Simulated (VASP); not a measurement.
# Al (Fm-3m) in VASP: single point with LDA

Aim: the single point of Al with LDA.

Everything below comes from runs of VASP 6.6.1. Logs are shortened: lines on timing, memory, paths and dates and some standing lists are left out, and cuts for length are marked.

**1. The cell of the first run**

Symmetry: Fm-3m, No. 225, cubic system. Conventional cell: a = 3.984 Å, b = 3.984 Å, c = 3.984 Å, α = 90.00°, β = 90.00°, γ = 90.00°. Within 3.7 Å of Al (site symmetry m-3m) lie 12 Al at 2.82 Å.

**2. Single point, LDA**

INCAR reads:

```
SYSTEM = Al
PREC = Accurate
ENCUT = 500
EDIFF = 1E-6
ISMEAR = 0
SIGMA = 0.1
LREAL = .FALSE.
LASPH = .TRUE.
NELM = 120
ALGO = Normal
ISIF = 2
LWAVE = .FALSE.
LCHARG = .FALSE.
GGA = CA
NBANDS = 8
GGA_COMPAT = .FALSE.
```

KPOINTS reads:

```
Automatic mesh
0
G
  18 18 18
  0 0 0
```

POSCAR reads:

```
Al
1.0
    0.0000000000      1.9917798376      1.9917798376
    1.9917798376      0.0000000000      1.9917798376
    1.9917798376      1.9917798376      0.0000000000
Al
1
Direct
    0.0000000000      0.0000000000      0.0000000000
```

Potentials or basis: VASP PAW LDA potentials, release 64 (Al).

The run is started by

```
cat potpaw_LDA.64/Al/POTCAR > POTCAR
mpirun -np 1 vasp_std > vasp.out
```

OUTCAR:

```text
SYSTEM = Al
   PREC = Accurate
   ENCUT = 500
   EDIFF = 1E-6
   ISMEAR = 0
   LREAL = .FALSE.
   LASPH = .TRUE.
   NELM = 120
   ISIF = 2
   GGA = CA

 ion  position               nearest neighbor table
   1  0.000  0.000  0.000-

  LATTYP: Found a face centered cubic cell.
 ALAT       =     3.9835596752

  Lattice vectors:

 A1 = (   0.0000000000,   1.9917798376,   1.9917798376)
 A2 = (   1.9917798376,   0.0000000000,   1.9917798376)
 A3 = (   1.9917798376,   1.9917798376,   0.0000000000)

Analysis of symmetry for initial positions (statically):
=====================================================================
 Subroutine PRICEL returns:
 Original cell was already a primitive cell.

 Routine SETGRP: Setting up the symmetry group for a
 face centered cubic supercell.

 Subroutine GETGRP returns: Found 48 space group operations
 (whereof 48 operations were pure point group operations)
 out of a pool of 48 trial point group operations.

The static configuration has the point symmetry O_h .

Analysis of symmetry for dynamics (positions and initial velocities):
=====================================================================
 Subroutine PRICEL returns:
 Original cell was already a primitive cell.

 Routine SETGRP: Setting up the symmetry group for a
 face centered cubic supercell.

 Subroutine GETGRP returns: Found 48 space group operations
 (whereof 48 operations were pure point group operations)
 out of a pool of 48 trial point group operations.

The dynamic configuration has the point symmetry O_h .

 Subroutine INISYM returns: Found 48 space group operations
 (whereof 48 operations are pure point group operations),
 and found     1 'primitive' translations

----------------------------------------------------------------------------------------

                                     Primitive cell

  volume of cell :      15.8035

  direct lattice vectors                    reciprocal lattice vectors
     0.000000000  1.991779838  1.991779838    -0.251031761  0.251031761  0.251031761
     1.991779838  0.000000000  1.991779838     0.251031761 -0.251031761  0.251031761
     1.991779838  1.991779838  0.000000000     0.251031761  0.251031761 -0.251031761

  length of vectors
     2.816802060  2.816802060  2.816802060     0.434799764  0.434799764  0.434799764

  position of ions in fractional coordinates (direct lattice)
     0.000000000  0.000000000  0.000000000

  ion indices of the primitive-cell ions
   primitive index   ion index
                 1           1

[... 78 lines left out ...]
   ISYM   =      2    0-nonsym 1-usesym 2-fastsym
   POTIM  = 0.5000    time-step for ionic-motion
   TEBEG  =    0.0;   TEEND  =   0.0 temperature during run
   PSTRESS=    0.0 pullay stress
   NELECT =       3.0000    total number of electrons
   NUPDOWN=      -1.0000    fix difference up-down
   EMIN   =  10.00;   EMAX   =-10.00  energy-range for DOS
   EFERMI =   0.00;   METHOD = LEGACY
   ISMEAR =     0;   SIGMA  =   0.10  broadening in eV -4-tet -1-fermi 0-gaus
   EFERMI_NEDOS =   21; number of points for ismear=-14 and -15
   IALGO  =     38    algorithm
   IMIX   =      4    mixing-type and parameters
     AMIX     =   0.40;   BMIX     =  1.00
     AMIX_MAG =   1.60;   BMIX_MAG =  1.00
  volume/ion in A,a.u.               =      15.80       106.65
  Fermi-wavevector in a.u.,A,eV,Ry     =   0.940872  1.777990 12.044425  0.885240
  Thomas-Fermi vector in A             =   2.068327
   LORBIT       =      0    0 simple, 1 ext, 2 COOP (PROOUT), +10 PAW based schemes
   GGA     = CA    functional components
   LHFCALC =     F    Hartree Fock is set to
   AEXX    =    0.0000 exact exchange contribution
   IVDW    =     0    specifies the selected vdW correction
   LEPSILON=     F    determine dielectric tensor
   LRPA    =     F    only Hartree local field effects (RPA)
 non-spin polarized calculation
 Gauss-broadening in eV      SIGMA  =   0.10
  energy-cutoff  :      500.00
  volume of cell :       15.80
 maximum number of plane-waves:       412
 NGX is ok and might be reduce to    24
   NGX = 11   NGY = 11   NGZ = 11

 number of electron       3.0000000 magnetization

 Free energy of the ion-electron system (eV)
  ---------------------------------------------------
  ext. energy  EPLUGINS =         0.00000000
  ---------------------------------------------------
  free energy    TOTEN  =        -4.19015827 eV

  energy without entropy =       -4.18717028  energy(sigma->0) =       -4.18866428

 E-fermi :   8.2376     XC(G=0): -10.5042

 val. band max:        8.2194554242   @ k =  -0.2778   0.2778   0.0556
 cond. band min:       8.2445440807   @ k =  -0.4444   0.3333   0.1111
 fundamental gap:      0.0250886565
 Fermi energy:         8.2375984398

 k-point     1 :       0.0000    0.0000    0.0000
  band No.  band energies     occupation
      1      -3.1542      2.00000
      2      21.0527      0.00000
      3      21.0527      0.00000
      4      21.0527      0.00000
      5      22.7083      0.00000
      6      22.7083      0.00000
      7      22.7083      0.00000
      8      25.1751      0.00000
[... 243 lines left out ...]
 k-point    24 :      -0.2222    0.0556    0.0000
  band No.  band energies     occupation
      1      -1.4704      2.00000
      2      12.1650      0.00000
      3      17.7278      0.00000
      4      20.6217      0.00000
      5      22.3911      0.00000
      6      23.5558      0.00000
      7      23.9371      0.00000
      8      26.1657      0.00000

 [... further k-points ...]

------------------------ aborting loop because EDIFF is reached ----------------------------------------

  FORCE on cell =-STRESS in cart. coord.  units (eV):
  Direction    XX          YY          ZZ          XY          YZ          ZX
  --------------------------------------------------------------------------------------
  -------------------------------------------------------------------------------------
  Total        0.0072404      0.0072404      0.0072404      0.0000000     -0.0000000      0.0000000
  in kB        0.7340392      0.7340392      0.7340392      0.0000000     -0.0000000      0.0000000
  external PRESSURE =       0.7340392 kB  Pullay stress =       0.0000000 kB

 VOLUME and BASIS-vectors are now :
 -----------------------------------------------------------------------------
  energy-cutoff  :      500.00
  volume of cell :       15.80
      direct lattice vectors                 reciprocal lattice vectors
     0.000000000  1.991779838  1.991779838    -0.251031761  0.251031761  0.251031761
     1.991779838  0.000000000  1.991779838     0.251031761 -0.251031761  0.251031761
     1.991779838  1.991779838  0.000000000     0.251031761  0.251031761 -0.251031761

 POSITION                                       TOTAL-FORCE (eV/Angst)
 -----------------------------------------------------------------------------------
      0.00000      0.00000      0.00000         0.000000      0.000000      0.000000
 -----------------------------------------------------------------------------------
    total drift:                               -0.000000     -0.000000     -0.000000

  FREE ENERGIE OF THE ION-ELECTRON SYSTEM (eV)
  ---------------------------------------------------
  free  energy   TOTEN  =        -4.1901582746 eV

  energy  without entropy=       -4.1871702803  energy(sigma->0) =       -4.18866428
```

OSZICAR:

```text
N       E                     dE             d eps       ncg     rms          rms(c)
DAV:   1    -0.280334270213E+01   -0.28033E+01   -0.88028E+02  3160   0.197E+02
DAV:   2    -0.421370178613E+01   -0.14104E+01   -0.13831E+01  4320   0.189E+01
DAV:   3    -0.421998117319E+01   -0.62794E-02   -0.62646E-02  3968   0.140E+00
DAV:   4    -0.421999130054E+01   -0.10127E-04   -0.10126E-04  4952   0.514E-02
DAV:   5    -0.421999131296E+01   -0.12414E-07   -0.13166E-07  3992   0.902E-04    0.144E+00
DAV:   6    -0.420190328475E+01    0.18088E-01   -0.23622E-03  4152   0.193E-01    0.810E-01
DAV:   7    -0.419018285052E+01    0.11720E-01   -0.59237E-03  4008   0.301E-01    0.168E-01
DAV:   8    -0.419015850690E+01    0.24344E-04   -0.18565E-05  4656   0.277E-02    0.148E-02
DAV:   9    -0.419015827464E+01    0.23226E-06   -0.13674E-07  4128   0.179E-03
   1 F= -.41901583E+01 E0= -.41886643E+01  d E =-.298799E-02
```

stdout:

```text
POSCAR found type information on POSCAR Al
 POSCAR found :  1 types and       1 ions
 scaLAPACK will be used
 LDA part: xc-table for (Slater(with rela. corr.)+CA(PZ))
 , standard interpolation
 POSCAR, INCAR and KPOINTS ok, starting setup
 FFT: planning ... GRIDC
 FFT: planning ... GRID_SOFT
 FFT: planning ... GRID
 WAVECAR not read
 entering main loop
```

Run time: 5.6 s. Hardware: 1 thread of Intel Xeon 6975P-C (Granite Rapids), shared host; peak memory 0.13 GiB.

Results:

```
Free energy : -4.1902 eV
Pressure    : 0.1 GPa
```

Levels at points of the mesh, in eV from the Fermi level:
```tsv
k point	band 1	band 2	band 3	band 4	band 5
(0.00, 0.00, 0.00)	-11.39	12.82	12.82	12.82	14.47
(0.50, 0.00, 0.00)	-4.71	-4.44	11.64	11.64	11.71
(0.50, 0.50, 0.00)	-2.99	-1.61	5.31	5.75	5.75
```
